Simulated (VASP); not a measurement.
Set up this calculation in VASP 6.6.1, as the native input.

```
Task                   : single point
Functional             : PBE
Potentials or basis    : VASP PAW PBE potentials, release 64 (Si, C)
Cutoff                 : 520 eV
k mesh                 : 12 × 12 × 6
Occupations            : gaussian, width 0.05 eV
Spin                   : no spin polarisation
Dipole correction      : no
Further INCAR settings : ALGO = Normal; EDIFF = 1e-06; NBANDS = 16
```

The structure of SiC lies in POSCAR:

```
SiC
1.0
    3.0456069334      0.0000000000      0.0000000000
   -1.5228034667      2.6375729743      0.0000000000
    0.0000000000      0.0000000000      5.0737646004
Si C
2 2
Direct
    0.3333333333      0.6666666667      0.0045636718
    0.6666666667      0.3333333333      0.5045636718
    0.3333333333      0.6666666667      0.3804363282
    0.6666666667      0.3333333333      0.8804363282
```

This cell differs from its parent crystal: strain -0.0150 x Voigt [1, 1, 0, 0, 0, 0].

These files were run (other wordings do the same):

INCAR

```
PREC = Accurate
ENCUT = 520
EDIFF = 1E-6
ISMEAR = 0
SIGMA = 0.05
LREAL = False
LASPH = True
NELM = 80
ALGO = Normal
ISIF = 2
LWAVE = False
LCHARG = True
GGA = PE
LELF = True
LVHAR = True
NBANDS = 16
```

KPOINTS

```
Automatic mesh
0
Gamma
  12 12 6
```

Potentials or basis: VASP PAW PBE potentials, release 64 (Si, C).

The run is started by

```console
$ cat potpaw_PBE.64/Si/POTCAR potpaw_PBE.64/C/POTCAR > POTCAR
$ mpirun -np 1 vasp_std > vasp.out
```

It gave:

* Pressure: 6.9 GPa
* Largest force: 0.159 eV/Å
* Band gap on the k mesh: 2.19 eV (least direct gap 4.14 eV)

Caveat: the cell differs from its parent crystal (strain -0.0150 x Voigt [1, 1, 0, 0, 0, 0]); the cell stands under pressure.

Wall time 58 s on 1 thread of Intel Xeon 8259CL, with other jobs on the host, peak memory 0.18 GiB.
